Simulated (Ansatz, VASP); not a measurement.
**One calculation of CO, two programs**

INCAR

```
PREC     = Accurate       # precision mode
ENCUT    = 520            # plane-wave cutoff, eV
EDIFF    = 1E-7           # SCF threshold, eV
ISMEAR   = 0              # smearing method
SIGMA    = 0.005          # smearing width, eV
LREAL    = False          # projectors in reciprocal space
LASPH    = True           # aspherical terms in the spheres
NELM     = 100            # most SCF steps
ALGO     = Normal         # electronic algorithm
ISIF     = 2              # what is computed and relaxed
LWAVE    = False          # write WAVECAR
LCHARG   = False          # write CHGCAR
GGA      = CA             # functional
IBRION   = 2              # ionic algorithm
NSW      = 100            # ionic steps
EDIFFG   = -0.01          # ionic threshold
ISYM     = 0
```

KPOINTS

```
Automatic mesh
0
Gamma
  1 1 1
```

File POSCAR:

```
CO
1.0
   15.0000000000      0.0000000000      0.0000000000
    0.0000000000     15.5000000000      0.0000000000
    0.0000000000      0.0000000000     16.0000000000
C O
1 1
Direct
    0.5017982093      0.4990469909      0.4651708543
    0.4982017907      0.5009530091      0.5348291457
```

Input for Ansatz:

```yaml
crystal:
  lattice:
    - [15.0, 0.0, 0.0]
    - [0.0, 15.5, 0.0]
    - [0.0, 0.0, 16.0]
  atoms:
    - { symbol: C, position: [0.5017982093, 0.4990469909, 0.4651708543] }
    - { symbol: O, position: [0.4982017907, 0.5009530091, 0.5348291457] }
  symmetry: { detect: false }
basis:
  ecutwfc: 420
kpoints:
  mp_grid: { grid: [1, 1, 1] }
hamiltonian:
  xc: lda
scf:
  occupations: { method: gaussian, width: 0.005 }
output:
  forces: true
  eigenvalues: true
relax:
  adjacent_minimum: "off"
  f_tol: 0.01
  max_steps: 80
```

Alike in both runs: task relaxation of the atoms; functional LDA; k mesh 1 × 1 × 1; occupations gaussian, width 0.005 eV; no spin polarisation.

|  | VASP | Ansatz |
| --- | --- | --- |
| version | VASP 6.6.1 | Ansatz 0.2.0 |
| potentials or method | VASP PAW LDA potentials, release 64 (C, O), cutoff 520 eV | scalar-relativistic, plane waves, PAW |
| valence electrons in the cell | 10 | 10 |

|  | VASP | Ansatz | Ansatz less VASP |
| --- | --- | --- | --- |
| gap on the k mesh at the Fermi level, each at its own relaxed structure (eV) | 6.79 | 6.88 | +0.083 |

LDA's correlation is that of Perdew and Zunger in VASP and of Perdew and Wang (1992) in Ansatz.

Noted on VASP's run: the standard files for N, O and F lose accuracy on very short bonds.
